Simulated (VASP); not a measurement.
Write the native input for VASP 6.6.1 that does the following.

| Quantity | Value |
| --- | --- |
| Task | single point |
| Functional | PBE |
| Potentials or basis | VASP PAW PBE potentials, release 64 (Yb) |
| Cutoff | 520 eV |
| k mesh | 16 × 16 × 16 |
| Occupations | gaussian, width 0.15 eV |
| Spin | no spin polarisation |
| Dipole correction | no |
| Further INCAR settings | ALGO = Fast; EDIFF = 1e-06; NBANDS = 18 |

The structure of Yb lies in POSCAR:

```
Yb
1.0
    0.0000000000      2.6350377362      2.2579638361
    2.6350377362      0.0000000000      2.2579638361
    2.6350377362      2.6350377362      0.0000000000
Yb
1
Direct
    0.0000000000      0.0000000000      0.0000000000
```

This cell differs from its parent crystal: volume 31.356 Å^3 an atom, c/a of the conventional cell 0.8569.

These files were run (other wordings do the same):

INCAR

```
ALGO = Fast ; EDIFF = 1E-6
ENCUT = 520 ; GGA = PE
ISIF = 2 ; ISMEAR = 0
LASPH = True ; LCHARG = False
LREAL = False ; LWAVE = False
NBANDS = 18 ; NELM = 80
PREC = Accurate ; SIGMA = 0.15
```

KPOINTS

```
k-points
0
Gamma
  16 16 16
```

Potentials or basis: VASP PAW PBE potentials, release 64 (Yb).

Run with:

```sh
$ cat potpaw_PBE.64/Yb/POTCAR > POTCAR
$ mpirun -np 1 vasp_std > vasp.out
```

Results of the run:

The pressure is 2.7 GPa and the band gap on the k mesh is zero (band 12 reaches 2.20 eV, above the bottom of band 13 at 1.69 eV).

Caveat: spin-orbit coupling is left out, which moves the levels of the heavy elements.

Run time: 5.3 min on 1 thread of Intel(R) Xeon(R) 6975P-C (Granite Rapids), on a shared host, peak memory 0.34 GiB.
